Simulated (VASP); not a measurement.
# LaC (P-6m2) in VASP: notebook

Runs on LaC. Level: r2SCAN. Tasks: relaxation of shape and atoms at fixed volume.

Program: VASP 6.6.1. These are calculated values, not measurements. Logs are shortened: lines on timing, memory, paths and dates and some standing lists are left out, and cuts for length are marked.

### 1 The cell of the first run

It takes space group P-6m2 (No. 187, hexagonal). Conventional cell: a = 3.717 Å, b = 3.717 Å, c = 3.167 Å, α = 90.00°, β = 90.00°, γ = 120.00°. La (site symmetry -6m2) has 6 C at 2.67 Å and 2 La at 3.17 Å within 3.5 Å. Within 3.5 Å of C (site symmetry -6m2) lie 6 La at 2.67 Å and 2 C at 3.17 Å.

### 2 Relaxation of shape and atoms at fixed volume, r2SCAN (18.94 Å³/atom)

POSCAR

```
LaC
1.0
    3.7165625322      0.0000000000      0.0000000000
   -1.8582812661      3.2186375677      0.0000000000
    0.0000000000      0.0000000000      3.1671009680
La C
1 1
Direct
    0.0000000000      0.0000000000      0.0000000000
    0.6666666667      0.3333333333      0.5000000000
```

INCAR.step1

```
SYSTEM = LaC
PREC = Accurate ; ENCUT = 600
ISMEAR = 0 ; SIGMA = 0.05
LREAL = .False. ; LASPH = .True.
NELM = 80 ; GGA = PE
ALGO = Normal ; EDIFF = 1E-4
LWAVE = .True. ; LCHARG = .False.
```

INCAR.step2

```
SYSTEM = LaC
PREC = Accurate ; ENCUT = 600
EDIFF = 1E-7 ; ISMEAR = 0
SIGMA = 0.05 ; LREAL = .False.
LASPH = .True. ; NELM = 80
ALGO = Normal ; ISIF = 4
LWAVE = .False. ; LCHARG = .False.
METAGGA = R2SCAN ; LMIXTAU = .True.
IBRION = 2 ; NSW = 60
EDIFFG = -0.01 ; ISTART = 1
```

KPOINTS

```
Automatic mesh
0
Gamma
  10 10 10
  0 0 0
```

Potentials or basis: VASP PAW PBE potentials, release 64 (La, C).

Started as:

```
$ cat potpaw_PBE.64/La/POTCAR potpaw_PBE.64/C/POTCAR > POTCAR
$ cp INCAR.step1 INCAR
$ mpirun -np 1 vasp_std > vasp.out
$ cp INCAR.step2 INCAR
$ mpirun -np 1 vasp_std > vasp.out
```

OUTCAR:

```text
SYSTEM = LaC
   PREC = Accurate
   ENCUT = 600
   EDIFF = 1E-7
   ISMEAR = 0
   LREAL = .False.
   LASPH = .True.
   NELM = 80
   ISIF = 4
   METAGGA = R2SCAN
   IBRION = 2
   NSW = 60
   EDIFFG = -0.01
   ISTART = 1

 ion  position               nearest neighbor table
   1  0.000  0.000  0.000-   2 2.67   2 2.67   2 2.67   2 2.67   2 2.67   2 2.67
   2  0.667  0.333  0.500-   1 2.67   1 2.67   1 2.67   1 2.67   1 2.67   1 2.67

  LATTYP: Found a hexagonal cell.
 ALAT       =     3.7165625322
 C/A-ratio  =     0.8521586656

  Lattice vectors:

 A1 = (   3.7165625322,   0.0000000000,   0.0000000000)
 A2 = (  -1.8582812661,   3.2186375677,   0.0000000000)
 A3 = (   0.0000000000,   0.0000000000,   3.1671009680)

Analysis of symmetry for initial positions (statically):
=====================================================================
 Subroutine PRICEL returns:
 Original cell was already a primitive cell.

 Routine SETGRP: Setting up the symmetry group for a
 hexagonal supercell.

 Subroutine GETGRP returns: Found 12 space group operations
 (whereof 12 operations were pure point group operations)
 out of a pool of 24 trial point group operations.

The static configuration has the point symmetry D_3h.

Analysis of symmetry for dynamics (positions and initial velocities):
=====================================================================
 Subroutine PRICEL returns:
 Original cell was already a primitive cell.

 Routine SETGRP: Setting up the symmetry group for a
 hexagonal supercell.

 Subroutine GETGRP returns: Found 12 space group operations
 (whereof 12 operations were pure point group operations)
 out of a pool of 24 trial point group operations.

The dynamic configuration has the point symmetry D_3h.

 Subroutine INISYM returns: Found 12 space group operations
 (whereof 12 operations are pure point group operations),
 and found     1 'primitive' translations

----------------------------------------------------------------------------------------

                                     Primitive cell

  volume of cell :      37.8857

  direct lattice vectors                    reciprocal lattice vectors
     3.716562532  0.000000000  0.000000000     0.269065835  0.155345232  0.000000000
    -1.858281266  3.218637568  0.000000000     0.000000000  0.310690464  0.000000000
     0.000000000  0.000000000  3.167100968     0.000000000  0.000000000  0.315746170

  length of vectors
     3.716562532  3.716562532  3.167100968     0.310690464  0.310690464  0.315746170

  position of ions in fractional coordinates (direct lattice)
     0.000000000  0.000000000  0.000000000
     0.666666667  0.333333333  0.500000000

  ion indices of the primitive-cell ions
   primitive index   ion index
                 1           1
                 2           2

----------------------------------------------------------------------------------------

 KPOINTS: Automatic mesh

Automatic generation of k-mesh.
 Grid dimensions read from file:
 generate k-points for:   10   10   10

 Generating k-lattice:

  Cartesian coordinates                     Fractional coordinates (reciprocal lattice)
     0.026906583  0.015534523  0.000000000     0.100000000  0.000000000  0.000000000
     0.000000000  0.031069046  0.000000000     0.000000000  0.100000000  0.000000000
     0.000000000  0.000000000  0.031574617     0.000000000  0.000000000  0.100000000

[... 61 lines left out ...]
   NFREE  =      1    steps in history (QN), initial steepest desc. (CG)
   ISIF   =      4    stress and relaxation
   ISYM   =      2    0-nonsym 1-usesym 2-fastsym
   POTIM  = 0.5000    time-step for ionic-motion
   TEBEG  =    0.0;   TEEND  =   0.0 temperature during run
   PSTRESS=    0.0 pullay stress
   NELECT =      15.0000    total number of electrons
   NUPDOWN=      -1.0000    fix difference up-down
   EMIN   =  10.00;   EMAX   =-10.00  energy-range for DOS
   EFERMI =   0.00;   METHOD = LEGACY
   ISMEAR =     0;   SIGMA  =   0.05  broadening in eV -4-tet -1-fermi 0-gaus
   EFERMI_NEDOS =   21; number of points for ismear=-14 and -15
   IALGO  =     38    algorithm
   IMIX   =      4    mixing-type and parameters
     AMIX     =   0.40;   BMIX     =  1.00
     AMIX_MAG =   1.60;   BMIX_MAG =  1.00
  volume/ion in A,a.u.               =      18.94       127.83
  Fermi-wavevector in a.u.,A,eV,Ry     =   1.202117  2.271672 19.661582  1.445086
  Thomas-Fermi vector in A             =   2.337907
   LORBIT       =      0    0 simple, 1 ext, 2 COOP (PROOUT), +10 PAW based schemes
   METAGGA = R2SCAN    functional components
   LHFCALC =     F    Hartree Fock is set to
   AEXX    =    0.0000 exact exchange contribution
   IVDW    =     0    specifies the selected vdW correction
   LEPSILON=     F    determine dielectric tensor
   LRPA    =     F    only Hartree local field effects (RPA)
 conjugate gradient relaxation of ions
 non-spin polarized calculation
 Gauss-broadening in eV      SIGMA  =   0.05
  energy-cutoff  :      600.00
  volume of cell :       37.89
 maximum number of plane-waves:      1291
 NGX is ok and might be reduce to    30
   NGX = 15   NGY = 15   NGZ = 13

--------------------------------------- Ionic step        1  -------------------------------------------

 number of electron      14.9999999 magnetization

 Free energy of the ion-electron system (eV)
  ---------------------------------------------------
  ext. energy  EPLUGINS =         0.00000000
  ---------------------------------------------------
  free energy    TOTEN  =       -38.78614113 eV

  energy without entropy =      -38.78422202  energy(sigma->0) =      -38.78518157

------------------------ aborting loop because EDIFF is reached ----------------------------------------

  FORCE on cell =-STRESS in cart. coord.  units (eV):
  Direction    XX          YY          ZZ          XY          YZ          ZX
  --------------------------------------------------------------------------------------
  -------------------------------------------------------------------------------------
  Total        0.8167122      0.8167122      0.8619606     -0.0000000      0.0000000      0.0000000
  in kB       34.5385569     34.5385569     36.4520994     -0.0000000      0.0000000      0.0000000
  external PRESSURE =      35.1764044 kB  Pullay stress =       0.0000000 kB

 VOLUME and BASIS-vectors are now :
 -----------------------------------------------------------------------------
  energy-cutoff  :      600.00
  volume of cell :       37.89
      direct lattice vectors                 reciprocal lattice vectors
     3.716562532  0.000000000  0.000000000     0.269065835  0.155345232  0.000000000
    -1.858281266  3.218637568  0.000000000     0.000000000  0.310690464  0.000000000
     0.000000000  0.000000000  3.167100968     0.000000000  0.000000000  0.315746170

 POSITION                                       TOTAL-FORCE (eV/Angst)
 -----------------------------------------------------------------------------------
      0.00000      0.00000      0.00000        -0.000000      0.000000      0.000000
      1.85828      1.07288      1.58355         0.000000      0.000000      0.000000
 -----------------------------------------------------------------------------------
    total drift:                               -0.000000      0.000000      0.000000

  FREE ENERGIE OF THE ION-ELECTRON SYSTEM (eV)
  ---------------------------------------------------
  free  energy   TOTEN  =       -38.7861411276 eV

  energy  without entropy=      -38.7842220223  energy(sigma->0) =      -38.78518157

--------------------------------------- Ionic step        2  -------------------------------------------

 number of electron      14.9999999 magnetization

 Free energy of the ion-electron system (eV)
  ---------------------------------------------------
  ext. energy  EPLUGINS =         0.00000000
  ---------------------------------------------------
  free energy    TOTEN  =       -38.78616805 eV

  energy without entropy =      -38.78429653  energy(sigma->0) =      -38.78523229

 E-fermi :   8.2576     XC(G=0): -11.2606

 val. band max:        8.2537077853   @ k =   0.4000  -0.0000   0.2000
 cond. band min:       8.2856122310   @ k =   0.3000   0.1000   0.0000
 fundamental gap:      0.0319044457
 Fermi energy:         8.2575754838

 k-point     1 :       0.0000    0.0000    0.0000
  band No.  band energies     occupation
      1     -24.6088      2.00000
      2      -7.3040      2.00000
      3      -7.3040      2.00000
      4      -6.6624      2.00000
      5      -1.5165      2.00000
      6       7.0627      2.00000
      7       7.0627      2.00000
      8       8.3537      0.00654
      9       9.7425      0.00000
     10      10.8070      0.00000
     11      11.8188      0.00000
[... 309 lines left out ...]
 k-point    24 :       0.4000    0.1000    0.1000
  band No.  band energies     occupation
      1     -24.3907      2.00000
      2      -8.8637      2.00000
      3      -7.7078      2.00000
      4      -6.7798      2.00000
      5       0.0182      2.00000
      6       6.3060      2.00000
      7       8.0621      2.00000
      8       8.3544      0.00615
      9       9.6935      0.00000
     10      11.5603      0.00000
     11      11.8118      0.00000

 [... further k-points ...]

------------------------ aborting loop because EDIFF is reached ----------------------------------------

  FORCE on cell =-STRESS in cart. coord.  units (eV):
  Direction    XX          YY          ZZ          XY          YZ          ZX
  --------------------------------------------------------------------------------------
  -------------------------------------------------------------------------------------
  Total        0.8185690      0.8185690      0.8455906      0.0000000      0.0000000      0.0000000
  in kB       34.6170811     34.6170811     35.7598193      0.0000000      0.0000000      0.0000000
  external PRESSURE =      34.9979938 kB  Pullay stress =       0.0000000 kB

 VOLUME and BASIS-vectors are now :
 -----------------------------------------------------------------------------
  energy-cutoff  :      600.00
  volume of cell :       37.89
      direct lattice vectors                 reciprocal lattice vectors
     3.715210876  0.000000000  0.000000000     0.269163725  0.155401749 -0.000000000
    -1.857605438  3.217466999 -0.000000000     0.000000000  0.310803499  0.000000000
     0.000000000  0.000000000  3.169405877     0.000000000  0.000000000  0.315516547

 POSITION                                       TOTAL-FORCE (eV/Angst)
 -----------------------------------------------------------------------------------
      3.71521      0.00000      0.00000        -0.000000      0.000000      0.000000
      1.85761      1.07249      1.58470         0.000000      0.000000      0.000000
 -----------------------------------------------------------------------------------
    total drift:                               -0.000000      0.000000      0.000000

  FREE ENERGIE OF THE ION-ELECTRON SYSTEM (eV)
  ---------------------------------------------------
  free  energy   TOTEN  =       -38.7861680529 eV

  energy  without entropy=      -38.7842965261  energy(sigma->0) =      -38.78523229

 reached required accuracy - stopping structural energy minimisation
```

Wall time 7.9 min (1 thread of Oxide Virtual Turin-like, shared host); peak memory 0.19 GiB.

Results:

| Item | Value |
| --- | --- |
| Free energy | -38.7862 eV |
| Energy gained by relaxing | 0.0 meV/atom |
| Ionic steps | 2 |
| Pressure after relaxing | 3.5 GPa |
| Band gap on the k mesh | zero (an odd number of electrons rules out a gap without spin polarisation) |

Stress tensor (GPa, compression positive):
```
3.46 0.00 0.00
0.00 3.46 0.00
0.00 0.00 3.58
```

Final structure:
```
La C
1.0
     3.71521    0.00000    0.00000
    -1.85761    3.21747    0.00000
     0.00000    0.00000    3.16941
La C
1 1
Cartesian
  3.7152 0.0000 0.0000
  1.8576 1.0725 1.5847
```

Caveat: the PAW data sets were made with another functional, which shifts forces and pressure a little; spin-orbit coupling is left out, which moves the levels of the heavy elements.

### 3 Relaxation of shape and atoms at fixed volume, r2SCAN (19.73 Å³/atom)

This run uses another cell than the first one, of 19.73 Å³/atom.

POSCAR

```
LaC
1.0
    3.7727348892      0.0000000000      0.0000000000
   -1.8863674446      3.2672842558      0.0000000000
    0.0000000000      0.0000000000      3.2015551545
La C
1 1
Direct
    0.0000000000      0.0000000000      0.0000000000
    0.6666666667      0.3333333333      0.5000000000
```

INCAR.step1

```
PREC = Accurate
ENCUT = 600
ISMEAR = 0
SIGMA = 0.05
LREAL = False
LASPH = True
NELM = 100
GGA = PE
ALGO = Normal
EDIFF = 1E-4
LWAVE = True
LCHARG = False
```

INCAR.step2

```
PREC = Accurate
ENCUT = 600
EDIFF = 1E-6
ISMEAR = 0
SIGMA = 0.05
LREAL = False
LASPH = True
NELM = 100
ALGO = Normal
ISIF = 4
LWAVE = False
LCHARG = False
METAGGA = R2SCAN
LMIXTAU = True
IBRION = 2
NSW = 60
EDIFFG = -0.01
ISTART = 1
```

KPOINTS

```
regular mesh
0
Gamma
  10 10 10
```

Potentials or basis: VASP PAW PBE potentials, release 64 (La, C).

Started as:

```
$ cat potpaw_PBE.64/La/POTCAR potpaw_PBE.64/C/POTCAR > POTCAR
$ cp INCAR.step1 INCAR
$ mpirun -np 1 vasp_std > vasp.out
$ cp INCAR.step2 INCAR
$ mpirun -np 1 vasp_std > vasp.out
```

It took 12 min on 1 thread of Oxide Virtual Turin-like, shared host; peak memory 0.2 GiB.

It converged, with:

| Property | Result |
| --- | --- |
| Free energy | -38.8029 eV |
| Energy gained by relaxing | 0.0 meV/atom |
| Ionic steps | 3 |
| Pressure after relaxing | -0.1 GPa |
| Band gap on the k mesh | zero (an odd number of electrons rules out a gap without spin polarisation) |

Stress tensor (GPa, compression positive):
```
-0.11  0.00  0.00
 0.00 -0.11  0.00
 0.00  0.00 -0.22
```

Final structure:
```cif
data_structure
_symmetry_space_group_name_H-M 'P 1'
_symmetry_Int_Tables_number 1
_cell_length_a 3.7759
_cell_length_b 3.7759
_cell_length_c 3.1962
_cell_angle_alpha 90.000
_cell_angle_beta 90.000
_cell_angle_gamma 120.000
_cell_volume 39.46
loop_
_atom_site_label
_atom_site_type_symbol
_atom_site_fract_x
_atom_site_fract_y
_atom_site_fract_z
_atom_site_occupancy
La1 La 0.00000 0.00000 0.00000 1
C1 C 0.66667 0.33333 0.50000 1
```

Levels at points of the mesh, in eV from the Fermi level:
```
           k point  band 5  band 6  band 7  band 8  band 9  band 10  band 11
(0.00, 0.00, 0.00)   -9.71   -1.14   -1.14    0.15    1.48     2.49     3.44
(0.50, 0.00, 0.00)   -8.31   -1.94    0.22    0.36    0.68     3.22     3.47
(0.00, 0.00, 0.50)   -7.48   -2.86   -0.80   -0.80    3.06     3.32     3.32
(0.50, 0.00, 0.50)   -9.13   -1.97   -1.84   -1.12    3.42     3.57     3.70
```

Caveat: the PAW data sets were made with another functional, which shifts forces and pressure a little; spin-orbit coupling is left out, which moves the levels of the heavy elements.

The gap in the log of VASP goes by the Fermi energy; the results here count the filled bands.